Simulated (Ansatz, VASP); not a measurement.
## SiC: VASP beside Ansatz

POSCAR

```
SiC
1.0
    3.0753562455      0.0000000000      0.0000000000
   -1.5376781227      2.6633366343      0.0000000000
    0.0000000000      0.0000000000      5.0481081005
Si C
2 2
Direct
    0.3333333333      0.6666666667     -0.0004084047
    0.6666666667      0.3333333333      0.4995915953
    0.3333333333      0.6666666667      0.3754084047
    0.6666666667      0.3333333333      0.8754084047
```

File INCAR.step1:

```
  PREC = Accurate
  ENCUT = 520
  ISMEAR = 0
  SIGMA = 0.01
  LREAL = F
  LASPH = T
  NELM = 80
  NBANDS = 16
  GGA = PE
  ALGO = Normal
  EDIFF = 1E-4
  LWAVE = T
  LCHARG = F
```

INCAR.step2

```
  PREC = Accurate
  ENCUT = 520
  EDIFF = 1E-6
  ISMEAR = 0
  SIGMA = 0.01
  LREAL = F
  LASPH = T
  NELM = 80
  ALGO = Normal
  ISIF = 2
  LWAVE = F
  LCHARG = T
  METAGGA = R2SCAN
  LMIXTAU = T
  LELF = T
  LVHAR = T
  NBANDS = 16
  ISTART = 1
```

Contents of KPOINTS:

```
Automatic mesh
0
Gamma
  12 12 6
```

Input for Ansatz:

```yaml
crystal:
  lattice:
    - [3.0753562455, 0.0, 0.0]
    - [-1.5376781227, 2.6633366343, 0.0]
    - [0.0, 0.0, 5.0481081005]
  atoms:
    - { symbol: Si, position: [0.3333333333, 0.6666666667, -0.0004084047] }
    - { symbol: Si, position: [0.6666666667, 0.3333333333, 0.4995915953] }
    - { symbol: C, position: [0.3333333333, 0.6666666667, 0.3754084047] }
    - { symbol: C, position: [0.6666666667, 0.3333333333, 0.8754084047] }
kpoints:
  mp_grid: { grid: [12, 12, 6] }
  band_path:
    path:
      - [0.0, 0.0, 0.0]
      - [0.5, 0.0, 0.0]
      - [0.3333333333, 0.3333333333, 0.0]
      - [0.0, 0.0, 0.5]
      - [0.5, 0.0, 0.5]
      - [0.3333333333, 0.3333333333, 0.5]
    npoints: 1
hamiltonian:
  xc: r2scan
scf:
  occupations: { method: fixed }
  n_extra_bands: 5
output:
  forces: true
  stress: true
  eigenvalues: true
  write_density: true
  write_potential: true
  elf: true
  volumetric_format: npy
```

Alike in both runs: task single point; functional r2SCAN; k mesh 12 × 12 × 6; no spin polarisation.

|  | VASP | Ansatz |
| --- | --- | --- |
| version | VASP 6.6.1 | Ansatz 0.2.0 |
| potentials or method | VASP PAW PBE potentials, release 64 (Si, C) | plane waves, PAW |
| plane-wave cutoff (eV) | 520 | 500 |
| occupations | gaussian, width 0.01 eV | fixed |
| valence electrons in the cell | 16 | 16 |

|  | VASP | Ansatz | Ansatz less VASP |
| --- | --- | --- | --- |
| gap on the k mesh at the Fermi level (eV) | 2.66 | 2.65 | -0.007 |
| pressure (GPa) | -0.2 | 0.0 | +0.18 |

VASP's potentials were made for PBE, not for r2SCAN.
